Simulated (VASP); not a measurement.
CaO, 2 atoms in the cell. The structure is tetragonal, space group I4mm (No. 107). Conventional cell: a = 3.463 Å, b = 3.463 Å, c = 4.898 Å, α = 90.00°, β = 90.00°, γ = 90.00°. Ca (site symmetry 4mm) has 6 O at 2.37 to 2.52 Å within 3.1 Å. Within 3.1 Å of O (site symmetry 4mm) lie 6 Ca at 2.37 to 2.52 Å.  This cell differs from its parent crystal: all Ca atoms moved +0.075 Å, as atom 1 along Cartesian [0 0 1].

- Program: VASP 6.6.1
- Task: single point
- Functional: PBE
- Potentials or basis: VASP PAW PBE potentials, release 64 (Ca_sv, O)
- Cutoff: 520 eV
- k mesh: 8 × 8 × 8
- Occupations: gaussian, width 0.05 eV
- Spin: no spin polarisation
- Dipole correction: no
- Further INCAR settings: ALGO = Normal; EDIFF = 1e-06; NBANDS = 15

Potentials or basis: VASP PAW PBE potentials, release 64 (Ca_sv, O).

Launch:

```console
$ cat potpaw_PBE.64/Ca_sv/POTCAR potpaw_PBE.64/O/POTCAR > POTCAR
$ mpirun -np 1 vasp_std > vasp.out
```

Hardware: 1 thread of Intel(R) Xeon(R) Platinum 8488C (Sapphire Rapids), on a shared host.

Task: How long does it take, and how much memory?

Result: Run time: 14 s on 1 thread of Intel(R) Xeon(R) Platinum 8488C (Sapphire Rapids) (shared host), peak memory 0.17 GiB. Counts: scf iterations 12, k points 59.
